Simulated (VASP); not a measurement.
Wanted: the native input for a VASP 6.6.1 run.

```
Task                   : single point
Functional             : PBE
Potentials or basis    : VASP PAW PBE potentials, release 64 (W_sv)
Cutoff                 : 520 eV
k mesh                 : 24 × 24 × 24
Occupations            : gaussian, width 0.15 eV
Spin                   : no spin polarisation
Dipole correction      : no
Further INCAR settings : ALGO = Fast; EDIFF = 1e-06; NBANDS = 13
```

The structure of W lies in POSCAR:

```
W
1.0
   -1.5715325909      1.5715325909      1.6501092204
    1.5715325909     -1.5715325909      1.6501092204
    1.5715325909      1.5715325909     -1.6501092204
W
1
Direct
    0.0000000000      0.0000000000      0.0000000000
```

This cell differs from its parent crystal: ratio of the length along z to the lengths across it x 1.05, volume and fractional coordinates fixed.

The input as run:

INCAR

```
PREC = Accurate
ENCUT = 520
EDIFF = 1E-6
ISMEAR = 0
SIGMA = 0.15
LREAL = F
LASPH = T
NELM = 100
ALGO = Fast
ISIF = 2
LWAVE = F
LCHARG = T
GGA = PE
LELF = T
LVHAR = T
NBANDS = 13
```

KPOINTS

```
Automatic mesh
0
Gamma
  24 24 24
```

Potentials or basis: VASP PAW PBE potentials, release 64 (W_sv).

Launch:

```console
$ cat potpaw_PBE.64/W_sv/POTCAR > POTCAR
$ mpirun -np 1 vasp_std > vasp.out
```

It gave:

The pressure is -2.3 GPa and the band gap on the k mesh is zero (band 7 reaches 15.88 eV, above the bottom of band 8 at 10.11 eV).

Caveat: spin-orbit coupling is left out, which moves the levels of the heavy elements.

Run time: 78 s on 1 thread of Intel(R) Xeon(R) 6975P-C (Granite Rapids), on a shared host, peak memory 0.32 GiB.
